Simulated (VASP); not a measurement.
# Sn3Se (Pm-3m) in VASP: settings compared

Aim: see how the results for Sn3Se move with the level of theory and the settings. Levels: PBEsol, PBEsol+D3(BJ). Tasks: single point.

Program: VASP 6.6.1. These are calculated values, not measurements. Logs are shortened: lines on timing, memory, paths and dates and some standing lists are left out, and cuts for length are marked.

### Step 1. The cell of the first run

It takes space group Pm-3m (No. 221, cubic). The conventional cell has a = 4.657 Å, b = 4.657 Å, c = 4.657 Å, α = 90.00°, β = 90.00°, γ = 90.00°. Within 4.3 Å of Sn (site symmetry 4/mmm) lie 8 Sn at 3.29 Å and 4 Se at 3.29 Å. Within 4.3 Å of Se (site symmetry m-3m) lie 12 Sn at 3.29 Å.

### Step 2. Single point, PBEsol

Contents of INCAR:

```
SYSTEM = Sn3Se
PREC     = Accurate       ! precision mode
ENCUT    = 520            ! plane-wave cutoff, eV
EDIFF    = 1E-7           ! SCF threshold, eV
ISMEAR   = -1             ! smearing method
SIGMA    = 0.05           ! smearing width, eV
LREAL    = .False.        ! projectors in reciprocal space
LASPH    = .True.         ! aspherical terms in the spheres
NELM     = 60             ! most SCF steps
ALGO     = Normal         ! electronic algorithm
ISIF     = 2              ! what is computed and relaxed
LWAVE    = .False.        ! write WAVECAR
LCHARG   = .True.         ! write CHGCAR
GGA      = PS             ! functional
LELF     = .True.         ! ELF
LVHAR    = .True.       
NBANDS   = 32             ! bands
```

Contents of KPOINTS:

```
regular mesh
0
Gamma
  6 6 6
  0 0 0
```

Contents of POSCAR:

```
Sn3Se
1.0
    4.6573668819      0.0000000000      0.0000000000
    0.0000000000      4.6573668819      0.0000000000
    0.0000000000      0.0000000000      4.6573668819
Sn Se
3 1
Direct
    0.5000000000      0.5000000000      0.0000000000
    0.5000000000      0.0000000000      0.5000000000
    0.0000000000      0.5000000000      0.5000000000
    0.0000000000      0.0000000000      0.0000000000
```

Potentials or basis: VASP PAW PBE potentials, release 64 (Sn_d, Se).

On the command line:

```bash
$ cat potpaw_PBE.64/Sn_d/POTCAR potpaw_PBE.64/Se/POTCAR > POTCAR
$ mpirun -np 1 vasp_std > vasp.out
```

OUTCAR:

```text
SYSTEM = Sn3Se
   PREC = Accurate
   ENCUT = 520
   EDIFF = 1E-7
   ISMEAR = -1
   LREAL = .False.
   LASPH = .True.
   NELM = 60
   ISIF = 2
   GGA = PS

 ion  position               nearest neighbor table
   1  0.500  0.500  0.000-   2 3.29   3 3.29   2 3.29   3 3.29   2 3.29   2 3.29   3 3.29   3 3.29

   2  0.500  0.000  0.500-   1 3.29   3 3.29   1 3.29   1 3.29   3 3.29   1 3.29   3 3.29   3 3.29

   3  0.000  0.500  0.500-   1 3.29   2 3.29   1 3.29   2 3.29   1 3.29   2 3.29   1 3.29   2 3.29

   4  0.000  0.000  0.000-

  LATTYP: Found a simple cubic cell.
 ALAT       =     4.6573668819

  Lattice vectors:

 A1 = (   4.6573668819,   0.0000000000,   0.0000000000)
 A2 = (   0.0000000000,   4.6573668819,   0.0000000000)
 A3 = (   0.0000000000,   0.0000000000,   4.6573668819)

Analysis of symmetry for initial positions (statically):
=====================================================================
 Subroutine PRICEL returns:
 Original cell was already a primitive cell.

 Routine SETGRP: Setting up the symmetry group for a
 simple cubic supercell.

 Subroutine GETGRP returns: Found 48 space group operations
 (whereof 48 operations were pure point group operations)
 out of a pool of 48 trial point group operations.

The static configuration has the point symmetry O_h .

Analysis of symmetry for dynamics (positions and initial velocities):
=====================================================================
 Subroutine PRICEL returns:
 Original cell was already a primitive cell.

 Routine SETGRP: Setting up the symmetry group for a
 simple cubic supercell.

 Subroutine GETGRP returns: Found 48 space group operations
 (whereof 48 operations were pure point group operations)
 out of a pool of 48 trial point group operations.

The dynamic configuration has the point symmetry O_h .

 Subroutine INISYM returns: Found 48 space group operations
 (whereof 48 operations are pure point group operations),
 and found     1 'primitive' translations

----------------------------------------------------------------------------------------

                                     Primitive cell

  volume of cell :     101.0233

  direct lattice vectors                    reciprocal lattice vectors
     4.657366882  0.000000000  0.000000000     0.214713598  0.000000000  0.000000000
     0.000000000  4.657366882  0.000000000     0.000000000  0.214713598  0.000000000
     0.000000000  0.000000000  4.657366882     0.000000000  0.000000000  0.214713598

  length of vectors
     4.657366882  4.657366882  4.657366882     0.214713598  0.214713598  0.214713598

  position of ions in fractional coordinates (direct lattice)
     0.500000000  0.500000000  0.000000000
     0.500000000  0.000000000  0.500000000
     0.000000000  0.500000000  0.500000000
     0.000000000  0.000000000  0.000000000

  ion indices of the primitive-cell ions
   primitive index   ion index
                 1           1
                 2           2
                 3           3
                 4           4

----------------------------------------------------------------------------------------

 KPOINTS: regular mesh

Automatic generation of k-mesh.
 Grid dimensions read from file:
 generate k-points for:    6    6    6

 Generating k-lattice:

  Cartesian coordinates                     Fractional coordinates (reciprocal lattice)
     0.035785600  0.000000000  0.000000000     0.166666667  0.000000000  0.000000000
     0.000000000  0.035785600  0.000000000     0.000000000  0.166666667  0.000000000
     0.000000000  0.000000000  0.035785600     0.000000000  0.000000000  0.166666667

  Length of vectors
     0.035785600  0.035785600  0.035785600

  Shift w.r.t. Gamma in fractional coordinates (k-lattice)
     0.000000000  0.000000000  0.000000000

 Subroutine IBZKPT returns following result:
 ===========================================

 Found     20 irreducible k-points:

 Following reciprocal coordinates:
            Coordinates               Weight
  0.000000  0.000000  0.000000      1.000000
  0.166667  0.000000  0.000000      6.000000
  0.333333  0.000000  0.000000      6.000000
  0.500000  0.000000  0.000000      3.000000
  0.166667  0.166667  0.000000     12.000000
  0.333333  0.166667  0.000000     24.000000
[... 12 lines left out ...]
  0.500000  0.500000  0.333333      6.000000
  0.500000  0.500000  0.500000      1.000000
   k-points           NKPTS =     20   k-points in BZ     NKDIM =     20   number of bands    NBANDS=     32
   number of dos      NEDOS =    301   number of ions     NIONS =      4
   total plane-waves  NPLWV =  46656
   dimension x,y,z NGX =    36 NGY =   36 NGZ =   36
   dimension x,y,z NGXF=    72 NGYF=   72 NGZF=   72
   ions per type =               3   1
   NGX,Y,Z   is equivalent  to a cutoff of  12.85, 12.85, 12.85 a.u.
   NGXF,Y,Z  is equivalent  to a cutoff of  25.70, 25.70, 25.70 a.u.
 SYSTEM =  Sn3Se
   PREC   = accura    normal or accurate (medium, high low for compatibility)
   ISTART =      0    job   : 0-new  1-cont  2-samecut
   ICHARG =      2    charge: 1-file 2-atom 10-const
   ISPIN  =      1    spin polarized calculation?
   LNONCOLLINEAR =      F non collinear calculations
   LSORBIT =      F    spin-orbit coupling
   LASPH  =      T    aspherical Exc in radial PAW
   ENCUT  =  520.0 eV  38.22 Ry    6.18 a.u.   8.66  8.66  8.66*2*pi/ulx,y,z
   NELM   =     60;   NELMIN=  2; NELMDL= -5     # of ELM steps
   EDIFF  = 0.1E-06   stopping-criterion for ELM
   LREAL  =      F    real-space projection
   EDIFFG = 0.1E-05   stopping-criterion for IOM
   NSW    =      0    number of steps for IOM
   IBRION =     -1    ionic relax: 0-MD 1-quasi-New 2-CG
   NFREE  =      0    steps in history (QN), initial steepest desc. (CG)
   ISIF   =      2    stress and relaxation
   ISYM   =      2    0-nonsym 1-usesym 2-fastsym
   POTIM  = 0.5000    time-step for ionic-motion
   TEBEG  =    0.0;   TEEND  =   0.0 temperature during run
   PSTRESS=    0.0 pullay stress
   NELECT =      48.0000    total number of electrons
   NUPDOWN=      -1.0000    fix difference up-down
   EMIN   =  10.00;   EMAX   =-10.00  energy-range for DOS
   EFERMI =   0.00;   METHOD = LEGACY
   ISMEAR =    -1;   SIGMA  =   0.05  broadening in eV -4-tet -1-fermi 0-gaus
   EFERMI_NEDOS =   21; number of points for ismear=-14 and -15
   IALGO  =     38    algorithm
   IMIX   =      4    mixing-type and parameters
     AMIX     =   0.40;   BMIX     =  1.00
     AMIX_MAG =   1.60;   BMIX_MAG =  1.00
  volume/ion in A,a.u.               =      25.26       170.43
  Fermi-wavevector in a.u.,A,eV,Ry     =   1.277462  2.414054 22.203486  1.631910
  Thomas-Fermi vector in A             =   2.410061
   LORBIT       =      0    0 simple, 1 ext, 2 COOP (PROOUT), +10 PAW based schemes
   GGA     = PS    functional components
   LHFCALC =     F    Hartree Fock is set to
   AEXX    =    0.0000 exact exchange contribution
   IVDW    =     0    specifies the selected vdW correction
   LEPSILON=     F    determine dielectric tensor
   LRPA    =     F    only Hartree local field effects (RPA)
 non-spin polarized calculation
  energy-cutoff  :      520.00
  volume of cell :      101.02
 maximum number of plane-waves:      2800
 NGX is ok and might be reduce to    36
   NGX = 17   NGY = 17   NGZ = 17

 number of electron      47.9999960 magnetization

 Free energy of the ion-electron system (eV)
  ---------------------------------------------------
  ext. energy  EPLUGINS =         0.00000000
  ---------------------------------------------------
  free energy    TOTEN  =       -16.57980496 eV

  energy without entropy =      -16.55853683  energy(sigma->0) =      -16.56917089

 E-fermi :   7.6973     XC(G=0): -10.5668

 val. band max:        7.6764491746   @ k =   0.0000   0.0000   0.0000
 cond. band min:       7.6990651407   @ k =   0.1667   0.1667   0.1667
 fundamental gap:      0.0226159661
 Fermi energy:         7.6973171330

 k-point     1 :       0.0000    0.0000    0.0000
  band No.  band energies     occupation
      1     -13.9862      2.00000
      2     -13.9862      2.00000
      3     -13.9862      2.00000
      4     -13.9483      2.00000
      5     -13.9483      2.00000
      6     -13.9326      2.00000
[... 24 lines left out ...]
     31      13.2538      0.00000
     32      13.4122      0.00000

 k-point     2 :       0.1667    0.0000    0.0000
  band No.  band energies     occupation
      1     -13.9829      2.00000
      2     -13.9695      2.00000
      3     -13.9695      2.00000
      4     -13.9470      2.00000
      5     -13.9384      2.00000
      6     -13.9209      2.00000
[... 24 lines left out ...]
     31      13.5616      0.00000
     32      13.7431      0.00000

 k-point     3 :       0.3333    0.0000    0.0000
  band No.  band energies     occupation
      1     -13.9757      2.00000
      2     -13.9446      2.00000
      3     -13.9264      2.00000
      4     -13.9264      2.00000
      5     -13.9135      2.00000
      6     -13.8914      2.00000
[... 24 lines left out ...]
     31      12.5578      0.00000
     32      13.8373      0.00000

 k-point     4 :       0.5000    0.0000    0.0000
  band No.  band energies     occupation
      1     -13.9717      2.00000
      2     -13.9434      2.00000
      3     -13.8961      2.00000
      4     -13.8961      2.00000
      5     -13.8943      2.00000
      6     -13.8786      2.00000
[... 514 lines left out ...]
     31      13.2774      0.00000
     32      15.9807      0.00000

 k-point    19 :       0.5000    0.5000    0.3333
  band No.  band energies     occupation
      1     -13.9557      2.00000
      2     -13.9410      2.00000
      3     -13.9410      2.00000
      4     -13.9327      2.00000
      5     -13.9008      2.00000
      6     -13.8991      2.00000
[... 24 lines left out ...]
     31      13.9452      0.00000
     32      15.5750      0.00000

 k-point    20 :       0.5000    0.5000    0.5000
  band No.  band energies     occupation
      1     -13.9639      2.00000
      2     -13.9436      2.00000
      3     -13.9436      2.00000
      4     -13.9436      2.00000
      5     -13.9072      2.00000
      6     -13.9072      2.00000
[... 24 lines left out ...]
     31      14.1794      0.00000
     32      14.9243      0.00000

------------------------ aborting loop because EDIFF is reached ----------------------------------------

  FORCE on cell =-STRESS in cart. coord.  units (eV):
  Direction    XX          YY          ZZ          XY          YZ          ZX
  --------------------------------------------------------------------------------------
  -------------------------------------------------------------------------------------
  Total       -0.0184814     -0.0184814     -0.0184814     -0.0000000     -0.0000000      0.0000000
  in kB       -0.2931050     -0.2931050     -0.2931050     -0.0000000     -0.0000000      0.0000000
  external PRESSURE =      -0.2931050 kB  Pullay stress =       0.0000000 kB

 VOLUME and BASIS-vectors are now :
 -----------------------------------------------------------------------------
  energy-cutoff  :      520.00
  volume of cell :      101.02
      direct lattice vectors                 reciprocal lattice vectors
     4.657366882  0.000000000  0.000000000     0.214713598  0.000000000  0.000000000
     0.000000000  4.657366882  0.000000000     0.000000000  0.214713598  0.000000000
     0.000000000  0.000000000  4.657366882     0.000000000  0.000000000  0.214713598

 POSITION                                       TOTAL-FORCE (eV/Angst)
 -----------------------------------------------------------------------------------
      2.32868      2.32868      0.00000         0.000000      0.000000      0.000000
      2.32868      0.00000      2.32868         0.000000      0.000000      0.000000
      0.00000      2.32868      2.32868         0.000000      0.000000      0.000000
      0.00000      0.00000      0.00000         0.000000      0.000000      0.000000
 -----------------------------------------------------------------------------------
    total drift:                                0.000000      0.000000      0.000000

  FREE ENERGIE OF THE ION-ELECTRON SYSTEM (eV)
  ---------------------------------------------------
  free  energy   TOTEN  =       -16.5798049602 eV

  energy  without entropy=      -16.5585368256  energy(sigma->0) =      -16.56917089
```

Wall time 22 s (1 thread of Intel Xeon 6975P-C (Granite Rapids), shared host); peak memory 0.22 GiB.

What came out:

| Quantity | Value |
| --- | --- |
| Free energy | -16.5798 eV |
| Pressure | 0.0 GPa |
| Band gap on the k mesh | zero (band 24 reaches 9.86 eV, above the bottom of band 25 at 7.38 eV) |

Levels at points of the mesh, in eV from the Fermi level:
| k point | band 21 | band 22 | band 23 | band 24 | band 25 | band 26 | band 27 | band 28 |
| --- | --- | --- | --- | --- | --- | --- | --- | --- |
| (0.00, 0.00, 0.00) | -4.56 | -4.56 | -0.02 | -0.02 | -0.02 | 2.38 | 2.38 | 2.38 |
| (0.50, 0.00, 0.00) | -3.42 | -1.95 | -1.90 | -1.90 | -0.26 | 2.10 | 2.33 | 2.33 |
| (0.50, 0.50, 0.00) | -2.46 | -2.00 | -2.00 | -0.56 | 0.03 | 0.03 | 0.09 | 3.37 |
| (0.50, 0.50, 0.50) | -5.55 | -5.55 | -4.97 | 2.16 | 2.16 | 2.16 | 6.23 | 6.23 |

Caveat: the PAW data sets were made with another functional, which shifts forces and pressure a little; spin-orbit coupling is left out, which moves the levels of the heavy elements.

(Continued in part 2 of 2.)
